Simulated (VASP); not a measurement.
# LiCl (Cmme) in VASP: a series of runs

The runs below take LiCl through single point, relaxation of cell and atoms, with PBE.

Everything below comes from runs of VASP 6.6.1. Logs are shortened: lines on timing, memory, paths and dates and some standing lists are left out, and cuts for length are marked.

**1. The cell of the first run**

Symmetry: Cmme, No. 67, orthorhombic system. The conventional cell has a = 7.920 Å, b = 7.920 Å, c = 5.600 Å, α = 90.00°, β = 90.00°, γ = 90.00°. Li (site symmetry 2/m) has 2 Cl at 2.43 Å within 3.2 Å. Within 3.2 Å of Cl (site symmetry mm2) lie 2 Li at 2.43 Å.

**2. Single point, PBE (atoms taken out)**

The input, INCAR:

```
SYSTEM = LiCl
ALGO = Normal ; EDIFF = 1E-6
ENCUT = 520 ; GGA = PE
ISIF = 2 ; ISMEAR = 0
LASPH = .TRUE. ; LCHARG = .FALSE.
LREAL = .FALSE. ; LWAVE = .FALSE.
NBANDS = 18 ; NELM = 80
PREC = Accurate ; SIGMA = 0.1
```

The input, KPOINTS:

```
k-points
0
G
  4 4 4
  0 0 0
```

The input, POSCAR:

```
LiCl
1.0
    3.9600084200     -3.9600084200      0.0000000000
    3.9600084200      3.9600084200      0.0000000000
    0.0000000000      0.0000000000      5.6002976100
Li Cl
2 2
Direct
    0.5000000000      0.5000000000      0.0000000000
    0.0000000000      0.0000000000      0.0000000000
    0.7500000000      0.2500000000      0.7500000000
    0.2500000000      0.7500000000      0.2500000000
```

Potentials or basis: VASP PAW PBE potentials, release 64 (Li_sv, Cl).

On the command line:

```console
$ cat potpaw_PBE.64/Li_sv/POTCAR potpaw_PBE.64/Cl/POTCAR > POTCAR
$ mpirun -np 1 vasp_std > vasp.out
```

OUTCAR:

```text
SYSTEM = LiCl
   EDIFF = 1E-6
   ENCUT = 520
   GGA = PE
   ISIF = 2
   ISMEAR = 0
   LASPH = .TRUE.
   LREAL = .FALSE.
   NELM = 80
   PREC = Accurate

 ion  position               nearest neighbor table
   1  0.500  0.500  0.000-   3 2.43   4 2.43
   2  0.000  0.000  0.000-   3 2.43   4 2.43
   3  0.750  0.250  0.750-   1 2.43   2 2.43
   4  0.250  0.750  0.250-   1 2.43   2 2.43

  LATTYP: Found a simple cubic cell.
 ALAT       =     5.6002976147

  Lattice vectors:

 A1 = (   3.9600084200,  -3.9600084200,   0.0000000000)
 A2 = (   3.9600084200,   3.9600084200,   0.0000000000)
 A3 = (   0.0000000000,   0.0000000000,   5.6002976100)

Analysis of symmetry for initial positions (statically):
=====================================================================
 Subroutine PRICEL returns:
 Original cell was already a primitive cell.

 Routine SETGRP: Setting up the symmetry group for a
 simple cubic supercell.

 Subroutine GETGRP returns: Found  8 space group operations
 (whereof  4 operations were pure point group operations)
 out of a pool of 48 trial point group operations.

The static configuration has the point symmetry C_2h.
 The point group associated with its full space group is D_2h.

Analysis of symmetry for dynamics (positions and initial velocities):
=====================================================================
 Subroutine PRICEL returns:
 Original cell was already a primitive cell.

 Routine SETGRP: Setting up the symmetry group for a
 simple cubic supercell.

 Subroutine GETGRP returns: Found  8 space group operations
 (whereof  4 operations were pure point group operations)
 out of a pool of 48 trial point group operations.

The dynamic configuration has the point symmetry C_2h.
 The point group associated with its full space group is D_2h.

 Subroutine INISYM returns: Found  8 space group operations
 (whereof  4 operations are pure point group operations),
 and found     1 'primitive' translations

----------------------------------------------------------------------------------------

                                     Primitive cell

  volume of cell :     175.6440

  direct lattice vectors                    reciprocal lattice vectors
     3.960008420 -3.960008420  0.000000000     0.126262358 -0.126262358  0.000000000
     3.960008420  3.960008420  0.000000000     0.126262358  0.126262358  0.000000000
     0.000000000  0.000000000  5.600297610     0.000000000  0.000000000  0.178561939

  length of vectors
     5.600297615  5.600297615  5.600297610     0.178561939  0.178561939  0.178561939

  position of ions in fractional coordinates (direct lattice)
     0.500000000  0.500000000  0.000000000
     0.000000000  0.000000000  0.000000000
     0.750000000  0.250000000  0.750000000
     0.250000000  0.750000000  0.250000000

  ion indices of the primitive-cell ions
   primitive index   ion index
                 1           1
                 2           2
                 3           3
                 4           4

----------------------------------------------------------------------------------------

 KPOINTS: k-points

Automatic generation of k-mesh.
 Grid dimensions read from file:
 generate k-points for:    4    4    4

 Generating k-lattice:

  Cartesian coordinates                     Fractional coordinates (reciprocal lattice)
     0.031565589 -0.031565589  0.000000000     0.250000000  0.000000000  0.000000000
     0.031565589  0.031565589  0.000000000     0.000000000  0.250000000  0.000000000
     0.000000000  0.000000000  0.044640485     0.000000000  0.000000000  0.250000000

  Length of vectors
     0.044640485  0.044640485  0.044640485

  Shift w.r.t. Gamma in fractional coordinates (k-lattice)
     0.000000000  0.000000000  0.000000000

 Subroutine IBZKPT returns following result:
 ===========================================

 Found     21 irreducible k-points:

 Following reciprocal coordinates:
            Coordinates               Weight
  0.000000  0.000000  0.000000      1.000000
  0.250000  0.000000  0.000000      4.000000
  0.000000  0.000000  0.250000      2.000000
  0.500000  0.000000  0.000000      2.000000
  0.000000  0.000000  0.500000      1.000000
  0.250000  0.250000  0.000000      2.000000
[... 13 lines left out ...]
  0.250000  0.500000  0.500000      4.000000
  0.500000  0.500000  0.500000      1.000000
   k-points           NKPTS =     21   k-points in BZ     NKDIM =     21   number of bands    NBANDS=     18
   number of dos      NEDOS =    301   number of ions     NIONS =      4
   total plane-waves  NPLWV =  74088
   dimension x,y,z NGX =    42 NGY =   42 NGZ =   42
   dimension x,y,z NGXF=    84 NGYF=   84 NGZF=   84
   ions per type =               2   2
   NGX,Y,Z   is equivalent  to a cutoff of  12.47, 12.47, 12.47 a.u.
   NGXF,Y,Z  is equivalent  to a cutoff of  24.94, 24.94, 24.94 a.u.
 SYSTEM =  LiCl
   PREC   = accura    normal or accurate (medium, high low for compatibility)
   ISTART =      0    job   : 0-new  1-cont  2-samecut
   ICHARG =      2    charge: 1-file 2-atom 10-const
   ISPIN  =      1    spin polarized calculation?
   LNONCOLLINEAR =      F non collinear calculations
   LSORBIT =      F    spin-orbit coupling
   LASPH  =      T    aspherical Exc in radial PAW
   ENCUT  =  520.0 eV  38.22 Ry    6.18 a.u.  10.41 10.41 10.41*2*pi/ulx,y,z
   NELM   =     80;   NELMIN=  2; NELMDL= -5     # of ELM steps
   EDIFF  = 0.1E-05   stopping-criterion for ELM
   LREAL  =      F    real-space projection
   EDIFFG = 0.1E-04   stopping-criterion for IOM
   NSW    =      0    number of steps for IOM
   IBRION =     -1    ionic relax: 0-MD 1-quasi-New 2-CG
   NFREE  =      0    steps in history (QN), initial steepest desc. (CG)
   ISIF   =      2    stress and relaxation
   ISYM   =      2    0-nonsym 1-usesym 2-fastsym
   POTIM  = 0.5000    time-step for ionic-motion
   TEBEG  =    0.0;   TEEND  =   0.0 temperature during run
   PSTRESS=    0.0 pullay stress
   NELECT =      20.0000    total number of electrons
   NUPDOWN=      -1.0000    fix difference up-down
   EMIN   =  10.00;   EMAX   =-10.00  energy-range for DOS
   EFERMI =   0.00;   METHOD = LEGACY
   ISMEAR =     0;   SIGMA  =   0.10  broadening in eV -4-tet -1-fermi 0-gaus
   EFERMI_NEDOS =   21; number of points for ismear=-14 and -15
[... 28 lines left out ...]
  free energy    TOTEN  =       -13.22472661 eV

  energy without entropy =      -13.22472661  energy(sigma->0) =      -13.22472661

 E-fermi :  -3.2867     XC(G=0):  -5.0443

 val. band max:       -3.8086116402   @ k =   0.5000   0.5000   0.0000
 cond. band min:       0.4293417338   @ k =   0.0000   0.0000   0.0000
 fundamental gap:      4.2379533741
 Fermi energy:        -3.2867401002

 k-point     1 :       0.0000    0.0000    0.0000
  band No.  band energies     occupation
      1     -48.5052      2.00000
      2     -48.5046      2.00000
      3     -15.9019      2.00000
      4     -15.8832      2.00000
      5      -4.6009      2.00000
      6      -4.5845      2.00000
[... 10 lines left out ...]
     17       6.2877      0.00000
     18       6.6205      0.00000

 k-point     2 :       0.2500    0.0000    0.0000
  band No.  band energies     occupation
      1     -48.5051      2.00000
      2     -48.5048      2.00000
      3     -15.8979      2.00000
      4     -15.8846      2.00000
      5      -4.6317      2.00000
      6      -4.6209      2.00000
[... 10 lines left out ...]
     17       6.0426      0.00000
     18       6.4142      0.00000

 k-point     3 :       0.0000    0.0000    0.2500
  band No.  band energies     occupation
      1     -48.5052      2.00000
      2     -48.5047      2.00000
      3     -15.9024      2.00000
      4     -15.8802      2.00000
      5      -4.6656      2.00000
      6      -4.5111      2.00000
[... 10 lines left out ...]
     17       5.9226      0.00000
     18       5.9499      0.00000

 k-point     4 :       0.5000    0.0000    0.0000
  band No.  band energies     occupation
      1     -48.5049      2.00000
      2     -48.5049      2.00000
      3     -15.8900      2.00000
      4     -15.8900      2.00000
      5      -4.6612      2.00000
      6      -4.6612      2.00000
[... 10 lines left out ...]
     17       6.1452      0.00000
     18       6.1453      0.00000

 k-point     5 :       0.0000    0.0000    0.5000
  band No.  band energies     occupation
      1     -48.5052      2.00000
      2     -48.5047      2.00000
      3     -15.9026      2.00000
      4     -15.8774      2.00000
      5      -4.6932      2.00000
      6      -4.4747      2.00000
[... 10 lines left out ...]
     17       5.7199      0.00000
     18       5.7582      0.00000

 k-point     6 :       0.2500    0.2500    0.0000
  band No.  band energies     occupation
      1     -48.5051      2.00000
      2     -48.5048      2.00000
      3     -15.8933      2.00000
      4     -15.8868      2.00000
      5      -4.6960      2.00000
      6      -4.5910      2.00000
[... 10 lines left out ...]
     17       6.0281      0.00000
     18       6.1195      0.00000

 k-point     7 :       0.0000    0.2500    0.2500
  band No.  band energies     occupation
      1     -48.5051      2.00000
      2     -48.5047      2.00000
      3     -15.8979      2.00000
      4     -15.8822      2.00000
      5      -4.6795      2.00000
      6      -4.5764      2.00000
[... 10 lines left out ...]
     17       5.5642      0.00000
     18       6.4539      0.00000

 k-point     8 :      -0.2500    0.2500    0.0000
  band No.  band energies     occupation
      1     -48.5050      2.00000
      2     -48.5048      2.00000
      3     -15.9026      2.00000
      4     -15.8774      2.00000
      5      -4.6996      2.00000
      6      -4.6106      2.00000
[... 10 lines left out ...]
     17       6.0723      0.00000
     18       6.1799      0.00000
[... 166 lines left out ...]
     17       5.9268      0.00000
     18       6.6930      0.00000

 k-point    17 :       0.2500    0.2500    0.5000
  band No.  band energies     occupation
      1     -48.5051      2.00000
      2     -48.5047      2.00000
      3     -15.9024      2.00000
      4     -15.8726      2.00000
      5      -4.7292      2.00000
      6      -4.5388      2.00000
[... 10 lines left out ...]
     17       5.9878      0.00000
     18       6.5719      0.00000

 k-point    18 :      -0.2500    0.2500    0.5000
  band No.  band energies     occupation
      1     -48.5050      2.00000
      2     -48.5048      2.00000
      3     -15.8899      2.00000
      4     -15.8853      2.00000
      5      -4.6777      2.00000
      6      -4.6468      2.00000
[... 10 lines left out ...]
     17       6.4050      0.00000
     18       6.9237      0.00000

 k-point    19 :       0.5000    0.5000    0.2500
  band No.  band energies     occupation
      1     -48.5050      2.00000
      2     -48.5048      2.00000
      3     -15.9028      2.00000
      4     -15.8697      2.00000
      5      -4.7754      2.00000
      6      -4.5988      2.00000
[... 10 lines left out ...]
     17       5.7250      0.00000
     18       6.4010      0.00000

 k-point    20 :       0.2500    0.5000    0.5000
  band No.  band energies     occupation
      1     -48.5049      2.00000
      2     -48.5049      2.00000
      3     -15.8984      2.00000
      4     -15.8741      2.00000
      5      -4.7290      2.00000
      6      -4.6269      2.00000
[... 10 lines left out ...]
     17       5.8566      0.00000
     18       6.5290      0.00000

 k-point    21 :       0.5000    0.5000    0.5000
  band No.  band energies     occupation
      1     -48.5049      2.00000
      2     -48.5048      2.00000
      3     -15.9022      2.00000
      4     -15.8678      2.00000
      5      -4.7650      2.00000
      6      -4.6000      2.00000
[... 10 lines left out ...]
     17       5.1858      0.00000
     18       6.2410      0.00000

------------------------ aborting loop because EDIFF is reached ----------------------------------------

  FORCE on cell =-STRESS in cart. coord.  units (eV):
  Direction    XX          YY          ZZ          XY          YZ          ZX
  --------------------------------------------------------------------------------------
  -------------------------------------------------------------------------------------
  Total        0.1328240     -4.6297852     -3.0230678      0.0000000      0.0000000      0.0000000
  in kB        1.2115848    -42.2316554    -27.5756115      0.0000000      0.0000000      0.0000000
  external PRESSURE =     -22.8652274 kB  Pullay stress =       0.0000000 kB

 VOLUME and BASIS-vectors are now :
 -----------------------------------------------------------------------------
  energy-cutoff  :      520.00
  volume of cell :      175.64
      direct lattice vectors                 reciprocal lattice vectors
     3.960008420 -3.960008420  0.000000000     0.126262358 -0.126262358  0.000000000
     3.960008420  3.960008420  0.000000000     0.126262358  0.126262358  0.000000000
     0.000000000  0.000000000  5.600297610     0.000000000  0.000000000  0.178561939

 POSITION                                       TOTAL-FORCE (eV/Angst)
 -----------------------------------------------------------------------------------
      3.96001      0.00000      0.00000         0.000000      0.000000      0.000000
      0.00000      0.00000      0.00000         0.000000      0.000000      0.000000
      3.96001     -1.98000      4.20022        -0.000000      0.000000      0.837912
      3.96001      1.98000      1.40007         0.000000     -0.000000     -0.837912
 -----------------------------------------------------------------------------------
    total drift:                                0.000000      0.000000     -0.000000

  FREE ENERGIE OF THE ION-ELECTRON SYSTEM (eV)
  ---------------------------------------------------
  free  energy   TOTEN  =       -13.2247266129 eV

  energy  without entropy=      -13.2247266129  energy(sigma->0) =      -13.22472661
```

It took 1.8 min on 1 thread of Oxide Virtual Turin-like, shared host; peak memory 0.24 GiB.

Results:

- Free energy: -13.2247 eV
- Largest force: 0.838 eV/Å
- Band gap on the k mesh: 4.24 eV (least direct gap 4.25 eV)

Forces on the atoms (eV/Å):
```
Li   0.000  0.000  0.000
Li   0.000  0.000  0.000
Cl   0.000  0.000  0.838
Cl   0.000  0.000 -0.838
```

Caveat: the cell differs from its parent crystal (atoms taken out); the cutoff is under 1.25 times the usual one of these potentials, so pressure, stress and relaxed cells hold a basis-set (Pulay) error. A k mesh can miss the band edges.

**3. Relaxation of cell and atoms, PBE (atoms taken out)**

The input, INCAR:

```
SYSTEM = LiCl
PREC = Accurate ; ENCUT = 600
EDIFF = 1E-6 ; ISMEAR = 0
SIGMA = 0.1 ; LREAL = .False.
LASPH = .True. ; NELM = 80
ALGO = Normal ; ISIF = 3
LWAVE = .False. ; LCHARG = .False.
GGA = PE ; IBRION = 2
NSW = 90 ; EDIFFG = -0.04
```

The input, KPOINTS:

```
Automatic mesh
0
Gamma
  4 4 4
  0 0 0
```

POSCAR is that of step 2.

Potentials or basis: VASP PAW PBE potentials, release 64 (Li_sv, Cl).

On the command line:

```console
$ cat potpaw_PBE.64/Li_sv/POTCAR potpaw_PBE.64/Cl/POTCAR > POTCAR
$ mpirun -np 1 vasp_std > vasp.out
```

Wall time 39 min (1 thread of Oxide Virtual Turin-like, shared host); peak memory 0.32 GiB.

Results (log left out):

* Free energy: -14.3419 eV
* Relaxed volume: 28.83 Å³/atom
* Relaxed cell: a = 5.984 Å, b = 5.984 Å, c = 3.432 Å, α = 90.00°, β = 90.00°, γ = 69.79°
* Space group after relaxing (to 0.1 Å): P4/mmm (No. 123)
* Energy gained by relaxing: 279.3 meV/atom
* Ionic steps: 33
* Pressure after relaxing: 0.0 GPa
* Largest force after relaxing: 0.011 eV/Å
* Band gap on the k mesh: 4.85 eV (least direct gap 4.87 eV)

Forces in eV/Å, atoms in the order of the input:
```
Li   0.000  0.000  0.000
Li   0.000  0.000  0.000
Cl   0.000  0.000 -0.011
Cl   0.000  0.000  0.011
```

Stress tensor (GPa, compression positive):
```
-0.19  0.00  0.00
 0.00  0.18  0.00
 0.00  0.00  0.16
```

The path:
```
step  energy change (eV)  largest force (eV/Å)  pressure (GPa)  volume (Å³)
   1              0.0000                0.8385           -2.28       175.64
   2             -0.3430                0.4423           -1.31       160.11
   3             -0.4301                0.0401           -0.22       150.50
   4             -0.4311                0.0262           -0.04       149.24
   5             -0.4310                0.0009           -0.12       149.75
   6             -0.4368                0.0082           -0.12       149.17
   7             -0.4534                0.0316           -0.14       147.37
   8             -0.4822                0.0707           -0.19       143.52
   9             -0.5111                0.1329           -0.39       134.74
  10             -0.5174                0.1724           -0.28       133.07
  11             -0.5279                0.2919            0.09       128.00
  12             -0.5282                0.3251            0.20       126.63
  13             -0.5402                0.3300            0.18       126.01
  14             -0.5762                0.3505            0.15       124.08
  15             -0.6430                0.4175            0.22       119.92
  16             -0.6395                0.6091            1.54       110.44
  17             -0.6715                0.5420            0.77       114.78
  18             -0.6693                0.5688            0.98       113.33
  19             -0.6789                0.5666            0.97       113.24
  20             -0.7066                0.5556            0.96       112.97
  21             -0.7553                0.5282            1.01       112.38
  22             -0.8077                0.4274            1.45       110.95
  23             -0.9105                0.3212            1.11       112.28
  24             -1.0712                0.0263            0.71       116.05
  25             -1.0744                0.0922            0.74       116.70
  26             -1.0970                0.0438            0.24       117.92
  27             -1.1069                0.0076           -0.42       119.77
  28             -1.1071                0.0026           -0.34       119.54
  29             -1.1123                0.0067           -0.26       118.70
  30             -1.1152                0.0118           -0.12       117.52
  31             -1.1152                0.0121           -0.12       117.44
  32             -1.1158                0.0116           -0.07       116.91
  33             -1.1172                0.0107            0.05       115.32
```

Final structure:
```
CELL_PARAMETERS angstrom
4.90817 -3.42341 0.00000
4.90817 3.42341 0.00000
0.00000 0.00000 3.43168
ATOMIC_POSITIONS crystal
Li 0.50000 0.50000 0.00000
Li 0.00000 0.00000 0.00000
Cl 0.75000 0.25000 0.50237
Cl 0.25000 0.75000 0.49763
```

Levels at points of the mesh, in eV from the valence-band top:
```csv
k point,band 6,band 7,band 8,band 9,band 10,band 11,band 12,band 13,band 14
"(0.00, 0.00, 0.00)",-1.17,-0.85,-0.47,-0.45,-0.02,4.85,6.01,8.33,9.61
"(0.50, 0.00, 0.00)",-1.59,-1.07,-1.07,-0.26,-0.26,6.20,6.20,8.30,8.30
"(0.00, 0.00, 0.50)",-2.43,-2.43,-0.63,-0.40,-0.01,7.50,7.77,8.26,8.51
"(0.50, 0.50, 0.00)",-1.53,-0.63,-0.46,-0.44,-0.02,6.77,7.40,7.49,7.79
"(0.00, 0.50, 0.50)",-2.47,-1.39,-1.39,-0.55,-0.55,7.25,7.25,8.85,8.85
"(0.50, 0.50, 0.50)",-2.46,-2.45,-0.85,-0.25,0.00,6.00,7.62,8.36,10.32
```

Caveat: the cell differs from its parent crystal (atoms taken out); the cutoff is under 1.25 times the usual one of these potentials, so pressure, stress and relaxed cells hold a basis-set (Pulay) error; the volume moved by over 15 % at a fixed basis, so the end points are rough.
